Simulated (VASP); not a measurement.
Set up this calculation in VASP 6.6.1, as the native input.

```
Task                   : single point
Functional             : PBE
Potentials or basis    : VASP PAW PBE potentials, release 64 (Sr_sv, Cl)
Cutoff                 : 520 eV
k mesh                 : 6 × 6 × 6
Occupations            : gaussian, width 0.05 eV
Spin                   : no spin polarisation
Dipole correction      : no
Further INCAR settings : ALGO = Normal; EDIFF = 1e-06; NBANDS = 19
```

The structure of SrCl2 lies in POSCAR:

```
SrCl2
1.0
    0.0000000000      3.4632244338      3.6339613984
    3.4632244338      0.0000000000      3.6339613984
    3.4632244338      3.4632244338      0.0000000000
Sr Cl
1 2
Direct
    0.0000000000      0.0000000000      0.0000000000
    0.2500000000      0.2500000000      0.2500000000
    0.7500000000      0.7500000000      0.7500000000
```

One way to write it, as run:

INCAR

```
SYSTEM = SrCl2
PREC     = Accurate       ! precision mode
ENCUT    = 520            ! plane-wave cutoff, eV
EDIFF    = 1E-6           ! SCF threshold, eV
ISMEAR   = 0              ! smearing method
SIGMA    = 0.05           ! smearing width, eV
LREAL    = .FALSE.        ! projectors in reciprocal space
LASPH    = .TRUE.         ! aspherical terms in the spheres
NELM     = 60             ! most SCF steps
ALGO     = Normal         ! electronic algorithm
ISIF     = 2              ! what is computed and relaxed
LWAVE    = .FALSE.        ! write WAVECAR
LCHARG   = .TRUE.         ! write CHGCAR
GGA      = PE             ! functional
LELF     = .TRUE.         ! ELF
LVHAR    = .TRUE.       
NBANDS   = 19             ! bands
```

KPOINTS

```
Automatic mesh
0
G
  6 6 6
  0 0 0
```

Potentials or basis: VASP PAW PBE potentials, release 64 (Sr_sv, Cl).

Command:

```bash
$ cat potpaw_PBE.64/Sr_sv/POTCAR potpaw_PBE.64/Cl/POTCAR > POTCAR
$ mpirun -np 1 vasp_std > vasp.out
```

It gave:

The pressure is 0.1 GPa and the band gap on the k mesh is 5.06 eV (least direct gap 5.37 eV).

It took 32 s on 1 thread of Intel(R) Xeon(R) Platinum 8488C (Sapphire Rapids), on a shared host, peak memory 0.24 GiB.
